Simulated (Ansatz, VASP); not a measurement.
Si in VASP and in Ansatz

Contents of INCAR:

```
PREC = Accurate
ENCUT = 500
EDIFF = 1E-6
ISMEAR = 0
SIGMA = 0.02
LREAL = False
LASPH = True
NELM = 120
ALGO = Normal
ISIF = 2
LWAVE = False
LCHARG = True
GGA = PE
LELF = True
LVHAR = True
NBANDS = 11
GGA_COMPAT = False
```

File KPOINTS:

```
Automatic mesh
0
Gamma
  8 8 8
```

Contents of POSCAR:

```
Si
1.0
    0.0000000000      2.7884409492      2.7884409492
    2.7884409492      0.0000000000      2.7884409492
    2.7884409492      2.7884409492      0.0000000000
Si
2
Direct
    0.7500000000      0.7500000000      0.7500000000
    0.5000000000      0.5000000000      0.5000000000
```

Input for Ansatz:

```yaml
crystal:
  lattice:
    - [0.0, 2.7884409492, 2.7884409492]
    - [2.7884409492, 0.0, 2.7884409492]
    - [2.7884409492, 2.7884409492, 0.0]
  atoms:
    - { symbol: Si, position: [0.75, 0.75, 0.75] }
    - { symbol: Si, position: [0.5, 0.5, 0.5] }
basis: {}
kpoints:
  mp_grid: { grid: [8, 8, 8] }
hamiltonian:
  xc: pbe
  pseudopotentials: { kind: all_electron, lapw: {} }
scf:
  occupations: { method: gaussian, width: 0.02 }
output:
  forces: true
  stress: true
  eigenvalues: true
```

Alike in both runs: task single point; functional PBE; k mesh 8 × 8 × 8; occupations gaussian, width 0.02 eV; no spin polarisation.

|  | VASP | Ansatz |
| --- | --- | --- |
| version | VASP 6.6.1 | Ansatz 0.2.0 |
| potentials or method | VASP PAW PBE potentials, release 64 (Si), cutoff 500 eV | scalar-relativistic, all-electron LAPW |

|  | VASP | Ansatz | Ansatz less VASP |
| --- | --- | --- | --- |
| gap on the k mesh at the Fermi level (eV) | 0.74 | 0.74 | -0.001 |
| least direct gap on the mesh (eV) | 2.39 | 2.39 | -0.003 |
| pressure (GPa) | -4.6 | -4.5 | +0.06 |

Ansatz ran all-electron here, and VASP with PAW potentials.
